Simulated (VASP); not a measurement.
# Mg2C3 (C2/m) in VASP: notebook

Runs on Mg2C3. Level: PBEsol. Tasks: relaxation of cell and atoms.

Everything below comes from runs of VASP 6.6.1. Logs are shortened: lines on timing, memory, paths and dates and some standing lists are left out, and cuts for length are marked.

### Step 1. The cell of the first run

Symmetry: C2/m, No. 12, monoclinic system. Conventional cell: a = 4.632 Å, b = 4.474 Å, c = 4.790 Å, α = 90.00°, β = 103.35°, γ = 90.00°. Mg (site symmetry m) has 11 C at 2.16 to 3.34 Å and 9 Mg at 2.91 to 3.22 Å within 3.4 Å. Within 1.7 Å of C (site symmetry m) lie 1 C at 1.30 Å. C (site symmetry 2/m) has 2 C at 1.30 Å within 1.7 Å.

### Step 2. Relaxation of cell and atoms, PBEsol, target pressure 15 GPa, at which the enthalpy is minimised

Contents of INCAR:

```
ALGO = Normal
EDIFF = 1E-7
EDIFFG = -0.008
ENCUT = 600
GGA = PS
IBRION = 2
ISIF = 3
ISMEAR = 0
LASPH = T
LCHARG = F
LREAL = F
LWAVE = F
NELM = 60
NSW = 70
PREC = Accurate
PSTRESS = 150.0
SIGMA = 0.02
```

Contents of KPOINTS:

```
k-points
0
Gamma
  8 8 6
```

Contents of POSCAR:

```
Mg2C3
1.0
    2.3159740465     -2.2369548004      0.0176134456
    2.3159740465      2.2369548004      0.0176134456
   -1.1410497192      0.0000000000      4.6517271221
Mg C
2 3
Direct
    0.8086356933      0.8086356933      0.2020874496
    0.1913643067      0.1913643067      0.7979125504
    0.2971030697      0.2971030697      0.2618424092
    0.7028969303      0.7028969303      0.7381575908
    0.5000000000      0.5000000000      0.5000000000
```

Potentials or basis: VASP PAW PBE potentials, release 64 (Mg, C).

Command:

```
cat potpaw_PBE.64/Mg/POTCAR potpaw_PBE.64/C/POTCAR > POTCAR
mpirun -np 1 vasp_std > vasp.out
```

OUTCAR:

```text
EDIFF = 1E-7
   EDIFFG = -0.008
   ENCUT = 600
   GGA = PS
   IBRION = 2
   ISIF = 3
   ISMEAR = 0
   LASPH = T
   LREAL = F
   NELM = 60
   NSW = 70
   PREC = Accurate
   PSTRESS = 150.0

 ion  position               nearest neighbor table
   1  0.809  0.809  0.202-   4 2.16   3 2.21   5 2.24   3 2.26   3 2.26   3 2.45   5 2.69   5 2.69
                             4 2.72   2 2.91   2 2.93   2 2.93   2 2.99   2 3.06
   2  0.191  0.191  0.798-   3 2.16   4 2.21   5 2.24   4 2.26   4 2.26   4 2.45   5 2.69   5 2.69
                             3 2.72   1 2.91   1 2.93   1 2.93   1 2.99   1 3.06
   3  0.297  0.297  0.262-   5 1.30   2 2.16   1 2.21   1 2.26   1 2.26   1 2.45   2 2.72
   4  0.703  0.703  0.738-   5 1.30   1 2.16   2 2.21   2 2.26   2 2.26   2 2.45   1 2.72
   5  0.500  0.500  0.500-   3 1.30   4 1.30   1 2.24   2 2.24   2 2.69   2 2.69   1 2.69   1 2.69

  LATTYP: Found a base centered monoclinic cell.
 ALAT       =     4.6320820448
 B/A-ratio  =     0.9658528406
 C/A-ratio  =     1.0340124346
 COS(beta)  =    -0.2308404471

  Lattice vectors:

 A1 = (   2.3159740465,  -2.2369548004,   0.0176134456)
 A2 = (   2.3159740465,   2.2369548004,   0.0176134456)
 A3 = (  -1.1410497192,   0.0000000000,   4.6517271221)

Analysis of symmetry for initial positions (statically):
=====================================================================
 Subroutine PRICEL returns:
 Original cell was already a primitive cell.

 Routine SETGRP: Setting up the symmetry group for a
 base centered monoclinic supercell.

 Subroutine GETGRP returns: Found  4 space group operations
 (whereof  4 operations were pure point group operations)
 out of a pool of  4 trial point group operations.

The static configuration has the point symmetry C_2h.

Analysis of symmetry for dynamics (positions and initial velocities):
=====================================================================
 Subroutine PRICEL returns:
 Original cell was already a primitive cell.

 Routine SETGRP: Setting up the symmetry group for a
 base centered monoclinic supercell.

 Subroutine GETGRP returns: Found  4 space group operations
 (whereof  4 operations were pure point group operations)
 out of a pool of  4 trial point group operations.

The dynamic configuration has the point symmetry C_2h.

 Subroutine INISYM returns: Found  4 space group operations
 (whereof  4 operations are pure point group operations),
 and found     1 'primitive' translations

----------------------------------------------------------------------------------------

                                     Primitive cell

  volume of cell :      48.2886

  direct lattice vectors                    reciprocal lattice vectors
     2.315974047 -2.236954800  0.017613446     0.215489882 -0.223518151  0.052858791
     2.315974047  2.236954800  0.017613446     0.215489882  0.223518151  0.052858791
    -1.141049719  0.000000000  4.651727122    -0.001631875  0.000000000  0.214573625

  length of vectors
     3.219939875  3.219939875  4.789630433     0.314944923  0.314944923  0.214579830

  position of ions in fractional coordinates (direct lattice)
     0.808635693  0.808635693  0.202087450
     0.191364307  0.191364307  0.797912550
     0.297103070  0.297103070  0.261842409
     0.702896930  0.702896930  0.738157591
     0.500000000  0.500000000  0.500000000

  ion indices of the primitive-cell ions
   primitive index   ion index
                 1           1
                 2           2
                 3           3
                 4           4
                 5           5

----------------------------------------------------------------------------------------

 KPOINTS: k-points

Automatic generation of k-mesh.
 Grid dimensions read from file:
 generate k-points for:    8    8    6

 Generating k-lattice:

  Cartesian coordinates                     Fractional coordinates (reciprocal lattice)
     0.026936235 -0.027939769  0.006607349     0.125000000 -0.000000000  0.000000000
     0.026936235  0.027939769  0.006607349    -0.000000000  0.125000000  0.000000000
    -0.000271979  0.000000000  0.035762271     0.000000000  0.000000000  0.166666667

  Length of vectors
     0.039368115  0.039368115  0.035763305

  Shift w.r.t. Gamma in fractional coordinates (k-lattice)
     0.000000000  0.000000000  0.000000000

 Subroutine IBZKPT returns following result:
 ===========================================

 Found    114 irreducible k-points:

 Following reciprocal coordinates:
            Coordinates               Weight
  0.000000  0.000000  0.000000      1.000000
  0.125000 -0.000000  0.000000      4.000000
  0.250000 -0.000000  0.000000      4.000000
  0.375000  0.000000 -0.000000      4.000000
  0.500000 -0.000000  0.000000      2.000000
  0.125000  0.125000  0.000000      2.000000
[... 16 lines left out ...]
  0.125000 -0.000000  0.166667      4.000000
  0.250000 -0.000000  0.166667      4.000000
 [... further k-points ...]
   k-points           NKPTS =    114   k-points in BZ     NKDIM =    114   number of bands    NBANDS=     12
   number of dos      NEDOS =    301   number of ions     NIONS =      5
   total plane-waves  NPLWV =  31360
   dimension x,y,z NGX =    28 NGY =   28 NGZ =   40
   dimension x,y,z NGXF=    56 NGYF=   56 NGZF=   80
   ions per type =               2   3
   NGX,Y,Z   is equivalent  to a cutoff of  14.46, 14.46, 13.88 a.u.
   NGXF,Y,Z  is equivalent  to a cutoff of  28.91, 28.91, 27.77 a.u.
 SYSTEM =  unknown system
   PREC   = accura    normal or accurate (medium, high low for compatibility)
   ISTART =      0    job   : 0-new  1-cont  2-samecut
   ICHARG =      2    charge: 1-file 2-atom 10-const
   ISPIN  =      1    spin polarized calculation?
   LNONCOLLINEAR =      F non collinear calculations
   LSORBIT =      F    spin-orbit coupling
   LASPH  =      T    aspherical Exc in radial PAW
   ENCUT  =  600.0 eV  44.10 Ry    6.64 a.u.   6.43  6.43  9.57*2*pi/ulx,y,z
   NELM   =     60;   NELMIN=  2; NELMDL= -5     # of ELM steps
   EDIFF  = 0.1E-06   stopping-criterion for ELM
   LREAL  =      F    real-space projection
   EDIFFG = -.8E-02   stopping-criterion for IOM
   NSW    =     70    number of steps for IOM
   IBRION =      2    ionic relax: 0-MD 1-quasi-New 2-CG
   NFREE  =      1    steps in history (QN), initial steepest desc. (CG)
   ISIF   =      3    stress and relaxation
   ISYM   =      2    0-nonsym 1-usesym 2-fastsym
   POTIM  = 0.5000    time-step for ionic-motion
   TEBEG  =    0.0;   TEEND  =   0.0 temperature during run
   PSTRESS=  150.0 pullay stress
   NELECT =      16.0000    total number of electrons
   NUPDOWN=      -1.0000    fix difference up-down
   EMIN   =  10.00;   EMAX   =-10.00  energy-range for DOS
   EFERMI =   0.00;   METHOD = LEGACY
   ISMEAR =     0;   SIGMA  =   0.02  broadening in eV -4-tet -1-fermi 0-gaus
   EFERMI_NEDOS =   21; number of points for ismear=-14 and -15
   IALGO  =     38    algorithm
   IMIX   =      4    mixing-type and parameters
     AMIX     =   0.40;   BMIX     =  1.00
     AMIX_MAG =   1.60;   BMIX_MAG =  1.00
  volume/ion in A,a.u.               =       9.66        65.17
  Fermi-wavevector in a.u.,A,eV,Ry     =   1.132835  2.140748 17.460561  1.283315
  Thomas-Fermi vector in A             =   2.269537
   LORBIT       =      0    0 simple, 1 ext, 2 COOP (PROOUT), +10 PAW based schemes
   GGA     = PS    functional components
   LHFCALC =     F    Hartree Fock is set to
   AEXX    =    0.0000 exact exchange contribution
   IVDW    =     0    specifies the selected vdW correction
   LEPSILON=     F    determine dielectric tensor
   LRPA    =     F    only Hartree local field effects (RPA)
 conjugate gradient relaxation of ions
 non-spin polarized calculation
 Gauss-broadening in eV      SIGMA  =   0.02
  energy-cutoff  :      600.00
  volume of cell :       48.29
 maximum number of plane-waves:      1633
 NGX is ok and might be reduce to    28
   NGX = 13   NGY = 13   NGZ = 19

--------------------------------------- Ionic step        1  -------------------------------------------

 number of electron      16.0000000 magnetization

 Free energy of the ion-electron system (eV)
  ---------------------------------------------------
  ext. energy  EPLUGINS =         0.00000000
  ---------------------------------------------------
  free energy    TOTEN  =       -31.08631929 eV

  energy without entropy =      -31.08631929  energy(sigma->0) =      -31.08631929

------------------------ aborting loop because EDIFF is reached ----------------------------------------

  FORCE on cell =-STRESS in cart. coord.  units (eV):
  Direction    XX          YY          ZZ          XY          YZ          ZX
  --------------------------------------------------------------------------------------
  -------------------------------------------------------------------------------------
  Total        5.0278027      4.2864969      6.5011917      0.0000000      0.0000000      1.3842788
  in kB      166.8185172    142.2225774    215.7043961      0.0000000      0.0000000     45.9292762
  external PRESSURE =      24.9151636 kB  Pullay stress =     150.0000000 kB
[... 106 lines left out ...]
  energy  without entropy=      -31.1206564840  energy(sigma->0) =      -31.12065648

  enthalpy is  TOTEN    =       -26.5812657704 eV   P V=        4.5393907136

[... ionic steps 4 to 15 ...]

--------------------------------------- Ionic step       16  -------------------------------------------

 number of electron      16.0000000 magnetization

------------------------ aborting loop because EDIFF is reached ----------------------------------------
[... 77 lines left out ...]
--------------------------------------- Ionic step       18  -------------------------------------------

 number of electron      16.0000000 magnetization

 Free energy of the ion-electron system (eV)
  ---------------------------------------------------
  ext. energy  EPLUGINS =         0.00000000
  ---------------------------------------------------
  free energy    TOTEN  =       -31.11089692 eV

  energy without entropy =      -31.11089692  energy(sigma->0) =      -31.11089692

 E-fermi :   5.4570     XC(G=0): -11.0852

 val. band max:        5.3638286450   @ k =   0.1250   0.1250   0.3333
 cond. band min:       7.1328208339   @ k =   0.5000   0.5000   0.0000
 fundamental gap:      1.7689921888
 Fermi energy:         5.4570347855

 k-point     1 :       0.0000    0.0000    0.0000
  band No.  band energies     occupation
      1     -11.1270      2.00000
      2      -6.8852      2.00000
      3      -2.3402      2.00000
      4       1.1787      2.00000
      5       2.0352      2.00000
      6       2.5286      2.00000
      7       3.7618      2.00000
      8       4.5813      2.00000
      9       9.2069      0.00000
     10       9.3810      0.00000
     11       9.8772      0.00000
     12      13.3851      0.00000
[... 331 lines left out ...]
 k-point    24 :       0.2500   -0.0000    0.1667
  band No.  band energies     occupation
      1     -10.6767      2.00000
      2      -7.0559      2.00000
      3      -1.2341      2.00000
      4      -0.7425      2.00000
      5       1.1700      2.00000
      6       1.9869      2.00000
      7       4.1075      2.00000
      8       4.8936      2.00000
      9       8.6855      0.00000
     10       9.8143      0.00000
     11      10.5481      0.00000
     12      13.7296      0.00000

 [... further k-points ...]
[... 5 lines left out ...]
  --------------------------------------------------------------------------------------
  -------------------------------------------------------------------------------------
  Total        4.5333884      4.5243896      4.5167293      0.0000000      0.0000000     -0.0067008
  in kB      150.1524890    149.8544368    149.6007147      0.0000000      0.0000000     -0.2219403
  external PRESSURE =      -0.1307865 kB  Pullay stress =     150.0000000 kB
[... 24 lines left out ...]
  energy  without entropy=      -31.1108969151  energy(sigma->0) =      -31.11089692

  enthalpy is  TOTEN    =       -26.5821124756 eV   P V=        4.5287844395

 reached required accuracy - stopping structural energy minimisation
```

It took 5.1 min on 1 thread of AMD EPYC 9R45 (Zen 5), shared host; peak memory 0.21 GiB.

Results:

- Free energy: -31.1109 eV
- Relaxed volume: 9.67 Å³/atom
- Relaxed cell: a = 3.221 Å, b = 3.221 Å, c = 4.787 Å, α = 99.22°, β = 99.22°, γ = 87.84°
- Space group after relaxing (to 0.1 Å): C2/m (No. 12)
- Energy change on relaxing (the run minimises the enthalpy): -4.9 meV/atom
- Ionic steps: 18
- Pressure after relaxing: 15.0 GPa
- Largest force after relaxing: 0.004 eV/Å
- Band gap on the k mesh: 1.77 eV (least direct gap 2.70 eV)

Forces in eV/Å, atoms in the order of the input:
```
Mg  -0.001  0.000 -0.003
Mg   0.001  0.000  0.003
C    0.003  0.000  0.003
C   -0.003  0.000 -0.003
C    0.000  0.000  0.000
```

The path:
| step | energy change (eV) | largest force (eV/Å) | pressure (GPa) | volume (Å³) |
| --- | --- | --- | --- | --- |
| 1 | 0.0000 | 0.9869 | 17.49 | 48.29 |
| 2 | 0.1466 | 3.4763 | 4.94 | 49.33 |
| 3 | -0.0343 | 0.0968 | 14.58 | 48.49 |
| 4 | -0.0333 | 0.0694 | 14.74 | 48.47 |
| 5 | -0.0330 | 0.0690 | 14.79 | 48.47 |
| 6 | -0.0260 | 0.0297 | 15.00 | 48.39 |
| 7 | -0.0230 | 0.0138 | 15.09 | 48.36 |
| 8 | -0.0255 | 0.0278 | 14.91 | 48.38 |
| 9 | -0.0254 | 0.0265 | 14.92 | 48.38 |
| 10 | -0.0258 | 0.0169 | 14.93 | 48.39 |
| 11 | -0.0265 | 0.0158 | 14.94 | 48.39 |
| 12 | -0.0261 | 0.0143 | 14.96 | 48.39 |
| 13 | -0.0249 | 0.0125 | 14.99 | 48.38 |
| 14 | -0.0225 | 0.0173 | 15.06 | 48.35 |
| 15 | -0.0232 | 0.0149 | 15.04 | 48.36 |
| 16 | -0.0234 | 0.0095 | 15.05 | 48.36 |
| 17 | -0.0238 | 0.0150 | 15.06 | 48.36 |
| 18 | -0.0246 | 0.0039 | 14.99 | 48.37 |

Final structure:
```cif
data_structure
_symmetry_space_group_name_H-M 'P 1'
_symmetry_Int_Tables_number 1
_cell_length_a 3.2206
_cell_length_b 3.2206
_cell_length_c 4.7869
_cell_angle_alpha 99.221
_cell_angle_beta 99.221
_cell_angle_gamma 87.838
_cell_volume 48.37
loop_
_atom_site_label
_atom_site_type_symbol
_atom_site_fract_x
_atom_site_fract_y
_atom_site_fract_z
_atom_site_occupancy
Mg1 Mg 0.80851 0.80851 0.20354 1
Mg2 Mg 0.19149 0.19149 0.79646 1
C1 C 0.29505 0.29505 0.26090 1
C2 C 0.70495 0.70495 0.73910 1
C3 C 0.50000 0.50000 0.50000 1
```

Caveat: the cell is relaxed towards a set pressure, so the run minimises the enthalpy, not the energy; the PAW data sets were made with another functional, which shifts forces and pressure a little.

### Step 3. Relaxation of cell and atoms, PBEsol, target pressure 8 GPa, at which the enthalpy is minimised

This run uses another cell than the first one, of 10.11 Å³/atom.

Contents of INCAR:

```
SYSTEM = Mg2C3
ALGO     = Normal         ! electronic algorithm
EDIFF    = 1E-6           ! SCF threshold, eV
EDIFFG   = -0.008         ! ionic threshold
ENCUT    = 600            ! plane-wave cutoff, eV
GGA      = PS             ! functional
IBRION   = 2              ! ionic algorithm
ISIF     = 3              ! what is computed and relaxed
ISMEAR   = 0              ! smearing method
LASPH    = .True.         ! aspherical terms in the spheres
LCHARG   = .False.        ! write CHGCAR
LREAL    = .False.        ! projectors in reciprocal space
LWAVE    = .False.        ! write WAVECAR
NELM     = 80             ! most SCF steps
NSW      = 70             ! ionic steps
PREC     = Accurate       ! precision mode
PSTRESS  = 80.0         
SIGMA    = 0.02           ! smearing width, eV
```

Contents of KPOINTS:

```
k-points
0
Gamma
  8 8 6
  0 0 0
```

Contents of POSCAR:

```
Mg2C3
1.0
    2.3480077022     -2.2748193923      0.0087727274
    2.3480077022      2.2748193923      0.0087727274
   -1.1751589458      0.0000000000      4.7266403957
Mg C
2 3
Direct
    0.8089239934      0.8089239934      0.2004965181
    0.1910760066      0.1910760066      0.7995034819
    0.2992112732      0.2992112732      0.2622948177
    0.7007887268      0.7007887268      0.7377051823
    0.5000000000      0.5000000000      0.5000000000
```

Potentials or basis: VASP PAW PBE potentials, release 64 (Mg, C).

Command:

```
cat potpaw_PBE.64/Mg/POTCAR potpaw_PBE.64/C/POTCAR > POTCAR
mpirun -np 1 vasp_std > vasp.out
```

It took 4 min on 1 thread of AMD EPYC 9R45 (Zen 5), shared host; peak memory 0.21 GiB.

It converged, with:

```
Free energy                                                : -31.2681 eV
Relaxed volume                                             : 10.11 Å³/atom
Relaxed cell                                               : a = 3.269 Å, b = 3.269 Å, c = 4.863 Å, α = 99.51°, β = 99.51°, γ = 88.04°
Space group after relaxing (to 0.1 Å)                      : C2/m (No. 12)
Energy change on relaxing (the run minimises the enthalpy) : -2.6 meV/atom
Ionic steps                                                : 17
Pressure after relaxing                                    : 8.0 GPa
Largest force after relaxing                               : 0.004 eV/Å
Band gap on the k mesh                                     : 1.75 eV (least direct gap 2.57 eV)
```

Forces on the atoms (eV/Å):
```
Mg   0.003  0.000  0.002
Mg  -0.003  0.000 -0.002
C    0.000  0.000  0.004
C    0.000  0.000 -0.004
C    0.000  0.000  0.000
```

The path:
| step | energy change (eV) | largest force (eV/Å) | pressure (GPa) | volume (Å³) |
| --- | --- | --- | --- | --- |
| 1 | 0.0000 | 0.8274 | 9.90 | 50.54 |
| 2 | 0.1217 | 2.8809 | -0.01 | 51.41 |
| 3 | -0.0201 | 0.0636 | 7.57 | 50.71 |
| 4 | -0.0198 | 0.0625 | 7.67 | 50.70 |
| 5 | -0.0196 | 0.0624 | 7.73 | 50.70 |
| 6 | -0.0148 | 0.0349 | 7.95 | 50.59 |
| 7 | -0.0118 | 0.0199 | 8.09 | 50.53 |
| 8 | -0.0114 | 0.0176 | 8.12 | 50.52 |
| 9 | -0.0132 | 0.0280 | 7.93 | 50.56 |
| 10 | -0.0133 | 0.0304 | 7.92 | 50.56 |
| 11 | -0.0136 | 0.0168 | 7.92 | 50.57 |
| 12 | -0.0143 | 0.0175 | 7.94 | 50.58 |
| 13 | -0.0141 | 0.0168 | 7.94 | 50.57 |
| 14 | -0.0135 | 0.0135 | 7.99 | 50.56 |
| 15 | -0.0122 | 0.0163 | 8.05 | 50.54 |
| 16 | -0.0124 | 0.0127 | 8.03 | 50.54 |
| 17 | -0.0130 | 0.0042 | 8.00 | 50.55 |

Final structure:
```
CELL_PARAMETERS angstrom
2.35083 -2.27169 0.01900
2.35083 2.27169 0.01900
-1.15588 0.00000 4.72341
ATOMIC_POSITIONS crystal
Mg 0.80852 0.80852 0.20205
Mg 0.19148 0.19148 0.79795
C 0.29700 0.29700 0.26166
C 0.70300 0.70300 0.73834
C 0.50000 0.50000 0.50000
```

Levels at points of the mesh, in eV from the valence-band top:
```tsv
k point	band 5	band 6	band 7	band 8	band 9	band 10	band 11	band 12
(0.00, 0.00, 0.00)	-3.32	-2.86	-1.55	-0.74	3.74	4.05	4.09	7.88
(0.50, 0.00, 0.00)	-4.85	-3.24	-3.12	-0.17	2.91	4.89	6.80	7.28
(0.50, 0.50, 0.00)	-5.50	-3.74	-2.41	-1.21	1.75	2.30	3.32	5.68
(0.00, 0.00, 0.50)	-3.77	-3.51	-0.97	-0.01	3.17	3.40	4.83	5.93
(0.50, 0.00, 0.50)	-4.10	-3.07	-1.23	-0.25	2.32	3.85	6.22	7.19
(0.50, 0.50, 0.50)	-5.20	-3.95	-3.08	-2.15	2.19	3.97	5.74	7.22
```

Caveat: the cell is relaxed towards a set pressure, so the run minimises the enthalpy, not the energy; the PAW data sets were made with another functional, which shifts forces and pressure a little. A k mesh can miss the band edges.

[end of part 1 of 2]
